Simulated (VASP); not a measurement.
# LaB6 (Pm-3m) in VASP: settings compared

LaB6 is run at these levels: LDA, PBE+D4, r2SCAN+rVV10; tasks: single point, relaxation of cell and atoms.

Program: VASP 6.6.1. These are calculated values, not measurements. Logs are shortened: lines on timing, memory, paths and dates and some standing lists are left out, and cuts for length are marked.

## 1. The cell of the first run

The structure is cubic, space group Pm-3m (No. 221). Conventional cell: a = 4.099 Å, b = 4.099 Å, c = 4.099 Å, α = 90.00°, β = 90.00°, γ = 90.00°. La (site symmetry m-3m) has 24 B at 3.01 Å and 6 La at 4.10 Å within 4.1 Å. B (site symmetry 4mm) has 5 B at 1.64 to 1.74 Å within 2.2 Å.

## 2. Single point, LDA

Input file INCAR:

```
PREC = Accurate
ENCUT = 520
EDIFF = 1E-6
ISMEAR = -1
SIGMA = 0.1
LREAL = False
LASPH = True
NELM = 60
ALGO = Normal
ISIF = 2
LWAVE = False
LCHARG = False
NBANDS = 24
```

Input file KPOINTS:

```
Automatic mesh
0
Gamma
  7 7 7
```

Input file POSCAR:

```
LaB6
1.0
    4.0989771045      0.0000000000      0.0000000000
    0.0000000000      4.0989771045      0.0000000000
    0.0000000000      0.0000000000      4.0989771045
La B
1 6
Direct
    0.0000000000      0.0000000000      0.0000000000
    0.1999138523      0.5000000000      0.5000000000
    0.5000000000      0.1999138523      0.5000000000
    0.8000861477      0.5000000000      0.5000000000
    0.5000000000      0.8000861477      0.5000000000
    0.5000000000      0.5000000000      0.1999138523
    0.5000000000      0.5000000000      0.8000861477
```

Potentials or basis: VASP PAW LDA potentials, release 64 (La, B).

Run with:

```sh
$ cat potpaw_LDA.64/La/POTCAR potpaw_LDA.64/B/POTCAR > POTCAR
$ mpirun -np 1 vasp_std > vasp.out
```

OUTCAR:

```text
PREC = Accurate
   ENCUT = 520
   EDIFF = 1E-6
   ISMEAR = -1
   LREAL = False
   LASPH = True
   NELM = 60
   ISIF = 2

 ion  position               nearest neighbor table
   1  0.000  0.000  0.000-
   2  0.200  0.500  0.500-   4 1.64   3 1.74   5 1.74   6 1.74   7 1.74
   3  0.500  0.200  0.500-   5 1.64   4 1.74   2 1.74   6 1.74   7 1.74
   4  0.800  0.500  0.500-   2 1.64   3 1.74   5 1.74   6 1.74   7 1.74
   5  0.500  0.800  0.500-   3 1.64   2 1.74   4 1.74   6 1.74   7 1.74
   6  0.500  0.500  0.200-   7 1.64   3 1.74   4 1.74   5 1.74   2 1.74
   7  0.500  0.500  0.800-   6 1.64   3 1.74   4 1.74   5 1.74   2 1.74

  LATTYP: Found a simple cubic cell.
 ALAT       =     4.0989771045

  Lattice vectors:

 A1 = (   4.0989771045,   0.0000000000,   0.0000000000)
 A2 = (   0.0000000000,   4.0989771045,   0.0000000000)
 A3 = (   0.0000000000,   0.0000000000,   4.0989771045)

Analysis of symmetry for initial positions (statically):
=====================================================================
 Subroutine PRICEL returns:
 Original cell was already a primitive cell.

 Routine SETGRP: Setting up the symmetry group for a
 simple cubic supercell.

 Subroutine GETGRP returns: Found 48 space group operations
 (whereof 48 operations were pure point group operations)
 out of a pool of 48 trial point group operations.

The static configuration has the point symmetry O_h .

Analysis of symmetry for dynamics (positions and initial velocities):
=====================================================================
 Subroutine PRICEL returns:
 Original cell was already a primitive cell.

 Routine SETGRP: Setting up the symmetry group for a
 simple cubic supercell.

 Subroutine GETGRP returns: Found 48 space group operations
 (whereof 48 operations were pure point group operations)
 out of a pool of 48 trial point group operations.

The dynamic configuration has the point symmetry O_h .

 Subroutine INISYM returns: Found 48 space group operations
 (whereof 48 operations are pure point group operations),
 and found     1 'primitive' translations

----------------------------------------------------------------------------------------

                                     Primitive cell

  volume of cell :      68.8694

  direct lattice vectors                    reciprocal lattice vectors
     4.098977105  0.000000000  0.000000000     0.243963305  0.000000000  0.000000000
     0.000000000  4.098977105  0.000000000     0.000000000  0.243963305  0.000000000
     0.000000000  0.000000000  4.098977105     0.000000000  0.000000000  0.243963305

  length of vectors
     4.098977105  4.098977105  4.098977105     0.243963305  0.243963305  0.243963305

  position of ions in fractional coordinates (direct lattice)
     0.000000000  0.000000000  0.000000000
     0.199913852  0.500000000  0.500000000
     0.500000000  0.199913852  0.500000000
     0.800086148  0.500000000  0.500000000
     0.500000000  0.800086148  0.500000000
     0.500000000  0.500000000  0.199913852
     0.500000000  0.500000000  0.800086148

  ion indices of the primitive-cell ions
   primitive index   ion index
                 1           1
                 2           2
                 3           3
                 4           4
                 5           5
                 6           6
                 7           7

----------------------------------------------------------------------------------------

 KPOINTS: Automatic mesh

Automatic generation of k-mesh.
 Grid dimensions read from file:
 generate k-points for:    7    7    7

 Generating k-lattice:

  Cartesian coordinates                     Fractional coordinates (reciprocal lattice)
     0.034851901  0.000000000  0.000000000     0.142857143  0.000000000  0.000000000
     0.000000000  0.034851901  0.000000000     0.000000000  0.142857143  0.000000000
     0.000000000  0.000000000  0.034851901     0.000000000  0.000000000  0.142857143

  Length of vectors
     0.034851901  0.034851901  0.034851901

  Shift w.r.t. Gamma in fractional coordinates (k-lattice)
     0.000000000  0.000000000  0.000000000

 Subroutine IBZKPT returns following result:
 ===========================================

 Found     20 irreducible k-points:

 Following reciprocal coordinates:
            Coordinates               Weight
  0.000000  0.000000  0.000000      1.000000
  0.142857  0.000000  0.000000      6.000000
  0.285714  0.000000  0.000000      6.000000
  0.428571  0.000000  0.000000      6.000000
  0.142857  0.142857  0.000000     12.000000
  0.285714  0.142857  0.000000     24.000000
[... 12 lines left out ...]
  0.428571  0.428571  0.285714     24.000000
  0.428571  0.428571  0.428571      8.000000
   k-points           NKPTS =     20   k-points in BZ     NKDIM =     20   number of bands    NBANDS=     24
   number of dos      NEDOS =    301   number of ions     NIONS =      7
   total plane-waves  NPLWV =  27000
   dimension x,y,z NGX =    30 NGY =   30 NGZ =   30
   dimension x,y,z NGXF=    60 NGYF=   60 NGZF=   60
   ions per type =               1   6
   NGX,Y,Z   is equivalent  to a cutoff of  12.17, 12.17, 12.17 a.u.
   NGXF,Y,Z  is equivalent  to a cutoff of  24.33, 24.33, 24.33 a.u.
 SYSTEM =  unknown system
   PREC   = accura    normal or accurate (medium, high low for compatibility)
   ISTART =      0    job   : 0-new  1-cont  2-samecut
   ICHARG =      2    charge: 1-file 2-atom 10-const
   ISPIN  =      1    spin polarized calculation?
   LNONCOLLINEAR =      F non collinear calculations
   LSORBIT =      F    spin-orbit coupling
   LASPH  =      T    aspherical Exc in radial PAW
   ENCUT  =  520.0 eV  38.22 Ry    6.18 a.u.   7.62  7.62  7.62*2*pi/ulx,y,z
   NELM   =     60;   NELMIN=  2; NELMDL= -5     # of ELM steps
   EDIFF  = 0.1E-05   stopping-criterion for ELM
   LREAL  =      F    real-space projection
[... 7 lines left out ...]
   TEBEG  =    0.0;   TEEND  =   0.0 temperature during run
   PSTRESS=    0.0 pullay stress
   NELECT =      29.0000    total number of electrons
   NUPDOWN=      -1.0000    fix difference up-down
   EMIN   =  10.00;   EMAX   =-10.00  energy-range for DOS
   EFERMI =   0.00;   METHOD = LEGACY
   ISMEAR =    -1;   SIGMA  =   0.10  broadening in eV -4-tet -1-fermi 0-gaus
   EFERMI_NEDOS =   21; number of points for ismear=-14 and -15
   IALGO  =     38    algorithm
   IMIX   =      4    mixing-type and parameters
     AMIX     =   0.40;   BMIX     =  1.00
     AMIX_MAG =   1.60;   BMIX_MAG =  1.00
  volume/ion in A,a.u.               =       9.84        66.39
  Fermi-wavevector in a.u.,A,eV,Ry     =   1.227059  2.318805 20.485925  1.505673
  Thomas-Fermi vector in A             =   2.362036
   LORBIT       =      0    0 simple, 1 ext, 2 COOP (PROOUT), +10 PAW based schemes
   GGA     = CA    functional components
   LHFCALC =     F    Hartree Fock is set to
   AEXX    =    0.0000 exact exchange contribution
   IVDW    =     0    specifies the selected vdW correction
   LEPSILON=     F    determine dielectric tensor
   LRPA    =     F    only Hartree local field effects (RPA)
 non-spin polarized calculation
  energy-cutoff  :      520.00
  volume of cell :       68.87
 maximum number of plane-waves:      1870
   NGX = 15   NGY = 15   NGZ = 15

 number of electron      29.0000003 magnetization

 Free energy of the ion-electron system (eV)
  ---------------------------------------------------
  ext. energy  EPLUGINS =         0.00000000
  ---------------------------------------------------
  free energy    TOTEN  =       -54.39190321 eV

  energy without entropy =      -54.35357732  energy(sigma->0) =      -54.37274027

 E-fermi :   8.8831     XC(G=0): -11.5928

 val. band max:        8.8367148278   @ k =   0.1429   0.1429   0.0000
 cond. band min:       8.9342875225   @ k =   0.2857   0.2857   0.0000
 fundamental gap:      0.0975726947
 Fermi energy:         8.8830722836

 k-point     1 :       0.0000    0.0000    0.0000
  band No.  band energies     occupation
      1     -23.8439      2.00000
      2      -7.6559      2.00000
      3      -7.6559      2.00000
      4      -7.6559      2.00000
      5      -6.7230      2.00000
      6       0.8555      2.00000
[... 16 lines left out ...]
     23      10.9724      0.00000
     24      12.1756      0.00000

 k-point     2 :       0.1429    0.0000    0.0000
  band No.  band energies     occupation
      1     -23.8382      2.00000
      2      -7.9256      2.00000
      3      -7.6372      2.00000
      4      -7.6372      2.00000
      5      -6.4523      2.00000
      6      -0.0097      2.00000
[... 16 lines left out ...]
     23      11.1758      0.00000
     24      12.1038      0.00000

 k-point     3 :       0.2857    0.0000    0.0000
  band No.  band energies     occupation
      1     -23.8252      2.00000
      2      -8.3287      2.00000
      3      -7.5945      2.00000
      4      -7.5945      2.00000
      5      -6.0205      2.00000
      6      -1.0270      2.00000
[... 16 lines left out ...]
     23      11.4680      0.00000
     24      11.4680      0.00000

 k-point     4 :       0.4286    0.0000    0.0000
  band No.  band energies     occupation
      1     -23.8147      2.00000
      2      -8.5765      2.00000
      3      -7.5595      2.00000
      4      -7.5595      2.00000
      5      -5.7141      2.00000
      6      -1.6449      2.00000
[... 16 lines left out ...]
     23      11.1394      0.00000
     24      11.1445      0.00000

 k-point     5 :       0.1429    0.1429    0.0000
  band No.  band energies     occupation
      1     -23.8325      2.00000
      2      -7.9847      2.00000
      3      -7.7573      2.00000
      4      -7.6191      2.00000
      5      -6.2760      2.00000
      6      -0.1907      2.00000
[... 16 lines left out ...]
     23      11.2634      0.00000
     24      12.1342      0.00000

 k-point     6 :       0.2857    0.1429    0.0000
  band No.  band energies     occupation
      1     -23.8195      2.00000
      2      -8.2841      2.00000
      3      -7.7442      2.00000
      4      -7.5779      2.00000
      5      -5.9800      2.00000
      6      -0.9204      2.00000
[... 16 lines left out ...]
     23      11.4552      0.00000
     24      11.5831      0.00000
[... 271 lines left out ...]
 k-point    17 :       0.2857    0.2857    0.2857
  band No.  band energies     occupation
      1     -23.7890      2.00000
      2      -8.1009      2.00000
      3      -7.8848      2.00000
      4      -7.8848      2.00000
      5      -5.9616      2.00000
      6      -0.3482      2.00000
[... 16 lines left out ...]
     23      11.6933      0.00000
     24      12.7982      0.00000

 k-point    18 :       0.4286    0.2857    0.2857
  band No.  band energies     occupation
      1     -23.7791      2.00000
      2      -8.1680      2.00000
      3      -7.8998      2.00000
      4      -7.8320      2.00000
      5      -5.9953      2.00000
      6      -0.7682      2.00000
[... 16 lines left out ...]
     23      12.3148      0.00000
     24      12.5418      0.00000

 k-point    19 :       0.4286    0.4286    0.2857
  band No.  band energies     occupation
      1     -23.7692      2.00000
      2      -8.0671      2.00000
      3      -8.0376      2.00000
      4      -7.8112      2.00000
      5      -6.0298      2.00000
      6      -0.8045      2.00000
[... 16 lines left out ...]
     23      12.6894      0.00000
     24      12.9429      0.00000

 k-point    20 :       0.4286    0.4286    0.4286
  band No.  band energies     occupation
      1     -23.7596      2.00000
      2      -7.9973      2.00000
      3      -7.9762      2.00000
      4      -7.9762      2.00000
      5      -5.9548      2.00000
      6      -1.0188      2.00000
[... 16 lines left out ...]
     23      13.1610      0.00000
     24      13.3580      0.00000

------------------------ aborting loop because EDIFF is reached ----------------------------------------

  FORCE on cell =-STRESS in cart. coord.  units (eV):
  Direction    XX          YY          ZZ          XY          YZ          ZX
  --------------------------------------------------------------------------------------
  -------------------------------------------------------------------------------------
  Total        0.0676862      0.0676862      0.0676862      0.0000000     -0.0000000      0.0000000
  in kB        1.5746499      1.5746499      1.5746499      0.0000000     -0.0000000      0.0000000
  external PRESSURE =       1.5746499 kB  Pullay stress =       0.0000000 kB

 VOLUME and BASIS-vectors are now :
 -----------------------------------------------------------------------------
  energy-cutoff  :      520.00
  volume of cell :       68.87
      direct lattice vectors                 reciprocal lattice vectors
     4.098977105  0.000000000  0.000000000     0.243963305  0.000000000  0.000000000
     0.000000000  4.098977105  0.000000000     0.000000000  0.243963305  0.000000000
     0.000000000  0.000000000  4.098977105     0.000000000  0.000000000  0.243963305

 POSITION                                       TOTAL-FORCE (eV/Angst)
 -----------------------------------------------------------------------------------
      0.00000      0.00000      0.00000        -0.000000     -0.000000      0.000000
      0.81944      2.04949      2.04949        -0.022756     -0.000000      0.000000
      2.04949      0.81944      2.04949        -0.000000     -0.022756     -0.000000
      3.27953      2.04949      2.04949         0.022756      0.000000     -0.000000
      2.04949      3.27953      2.04949         0.000000      0.022756      0.000000
      2.04949      2.04949      0.81944        -0.000000     -0.000000     -0.022756
      2.04949      2.04949      3.27953         0.000000      0.000000      0.022756
 -----------------------------------------------------------------------------------
    total drift:                               -0.000000      0.000000      0.000000

  FREE ENERGIE OF THE ION-ELECTRON SYSTEM (eV)
  ---------------------------------------------------
  free  energy   TOTEN  =       -54.3919032102 eV

  energy  without entropy=      -54.3535773208  energy(sigma->0) =      -54.37274027
```

Run time: 42 s. Hardware: 1 thread of Intel Xeon Platinum 8259CL at 2.50GHz (Skylake/Cascade Lake), shared host; peak memory 0.17 GiB.

Results:

- Free energy: -54.3919 eV
- Pressure: 0.2 GPa
- Largest force: 0.023 eV/Å
- Band gap on the k mesh: zero (an odd number of electrons rules out a gap without spin polarisation)

Forces in eV/Å, atoms in the order of the input:
```
La   0.000  0.000  0.000
B   -0.023  0.000  0.000
B    0.000 -0.023  0.000
B    0.023  0.000  0.000
B    0.000  0.023  0.000
B    0.000  0.000 -0.023
B    0.000  0.000  0.023
```

Levels at points of the mesh, in eV from the Fermi level:
```
           k point  band 11  band 12  band 13  band 14  band 15  band 16  band 17  band 18
(0.00, 0.00, 0.00)    -6.88    -1.88    -1.88    -1.88     0.21     0.21     0.21     1.62
```

Caveat: spin-orbit coupling is left out, which moves the levels of the heavy elements; an odd number of electrons without spin polarisation forces a metal; a magnetic or distorted state may lie lower.

## 3. Single point, PBE+D4

This run uses another cell than the first one, of 10.00 Å³/atom.

Input file INCAR:

```
  ALGO = Normal
  EDIFF = 1E-7
  ENCUT = 520
  GGA = PE
  ISIF = 2
  ISMEAR = -1
  IVDW = 13
  LASPH = T
  LCHARG = F
  LREAL = F
  LWAVE = F
  NBANDS = 24
  NELM = 100
  PREC = Accurate
  SIGMA = 0.1
```

Input file KPOINTS:

```
k-points
0
Gamma
  7 7 7
```

Input file POSCAR:

```
LaB6
1.0
    4.1215348085      0.0000000000      0.0000000000
    0.0000000000      4.1215348085      0.0000000000
    0.0000000000      0.0000000000      4.1215348085
La B
1 6
Direct
    0.0000000000      0.0000000000      0.0000000000
    0.1994381913      0.5000000000      0.5000000000
    0.5000000000      0.1994381913      0.5000000000
    0.8005618087      0.5000000000      0.5000000000
    0.5000000000      0.8005618087      0.5000000000
    0.5000000000      0.5000000000      0.1994381913
    0.5000000000      0.5000000000      0.8005618087
```

Potentials or basis: VASP PAW PBE potentials, release 64 (La, B).

Run with:

```sh
$ cat potpaw_PBE.64/La/POTCAR potpaw_PBE.64/B/POTCAR > POTCAR
$ mpirun -np 1 vasp_std > vasp.out
```

It took 52 s on 1 thread of Intel Xeon Platinum 8259CL at 2.50GHz (Skylake/Cascade Lake), shared host; peak memory 0.2 GiB.

Results (log left out):

```
Free energy                : -51.0163 eV
Pressure                   : -0.1 GPa
Largest force              : 0.018 eV/Å
Band gap on the k mesh     : zero (an odd number of electrons rules out a gap without spin polarisation)
Dispersion energy per atom : -0.284 eV
```

Forces in eV/Å, atoms in the order of the input:
```
La   0.000  0.000  0.000
B   -0.018  0.000  0.000
B    0.000 -0.018  0.000
B    0.018  0.000  0.000
B    0.000  0.018  0.000
B    0.000  0.000 -0.018
B    0.000  0.000  0.018
```

Levels at points of the mesh, in eV from the Fermi level:
```tsv
k point	band 12	band 13	band 14	band 15	band 16	band 17
(0.00, 0.00, 0.00)	-1.87	-1.87	-1.87	0.22	0.22	0.22
```

Caveat: spin-orbit coupling is left out, which moves the levels of the heavy elements; an odd number of electrons without spin polarisation forces a metal; a magnetic or distorted state may lie lower.

## 4. Single point, r2SCAN+rVV10

This run uses another cell than the first one, of 10.19 Å³/atom.

Input file POSCAR:

```
LaB6
1.0
    4.1471890621      0.0000000000      0.0000000000
    0.0000000000      4.1471890621      0.0000000000
    0.0000000000      0.0000000000      4.1471890621
La B
1 6
Direct
    0.0000000000      0.0000000000      0.0000000000
    0.1998666977      0.5000000000      0.5000000000
    0.5000000000      0.1998666977      0.5000000000
    0.8001333023      0.5000000000      0.5000000000
    0.5000000000      0.8001333023      0.5000000000
    0.5000000000      0.5000000000      0.1998666977
    0.5000000000      0.5000000000      0.8001333023
```

Input file INCAR.step1:

```
ALGO = Normal
EDIFF = 1E-4
ENCUT = 520
GGA = PE
ISMEAR = -1
LASPH = True
LCHARG = False
LREAL = False
LWAVE = True
NBANDS = 24
NELM = 60
PREC = Accurate
SIGMA = 0.1
```

Input file INCAR.step2:

```
ALGO = Normal
BPARAM = 11.95
CPARAM = 0.0093
EDIFF = 1E-7
ENCUT = 520
ISIF = 2
ISMEAR = -1
ISTART = 1
IVDW_NL = 2
LASPH = True
LCHARG = True
LELF = True
LMIXTAU = True
LREAL = False
LUSE_VDW = True
LVHAR = True
LWAVE = False
METAGGA = R2SCAN
NBANDS = 24
NELM = 60
PREC = Accurate
SIGMA = 0.1
```

KPOINTS is that of step 3.

Run with:

```sh
$ cat potpaw_PBE.64/La/POTCAR potpaw_PBE.64/B/POTCAR > POTCAR
$ cp INCAR.step1 INCAR
$ mpirun -np 1 vasp_std > vasp.out
$ cp INCAR.step2 INCAR
$ mpirun -np 1 vasp_std > vasp.out
```

It took 3.2 min on 1 thread of Intel Xeon Platinum 8259CL at 2.50GHz (Skylake/Cascade Lake), shared host; peak memory 0.33 GiB.

The run converged. Its results:

```
Free energy            : -77.9167 eV
Pressure               : 0.2 GPa
Largest force          : 0.023 eV/Å
Band gap on the k mesh : zero (an odd number of electrons rules out a gap without spin polarisation)
```

Forces on the atoms (eV/Å):
```
La   0.000  0.000  0.000
B   -0.023  0.000  0.000
B    0.000 -0.023  0.000
B    0.023  0.000  0.000
B    0.000  0.023  0.000
B    0.000  0.000 -0.023
B    0.000  0.000  0.023
```

Levels at points of the mesh, in eV from the Fermi level:
```csv
k point,band 12,band 13,band 14,band 15,band 16,band 17
"(0.00, 0.00, 0.00)",-2.03,-2.03,-2.03,0.22,0.22,0.22
```

Caveat: the PAW data sets were made with another functional, which shifts forces and pressure a little; spin-orbit coupling is left out, which moves the levels of the heavy elements; an odd number of electrons without spin polarisation forces a metal; a magnetic or distorted state may lie lower.

[end of part 1 of 2]

The gap in the log of VASP goes by the Fermi energy; the results here count the filled bands.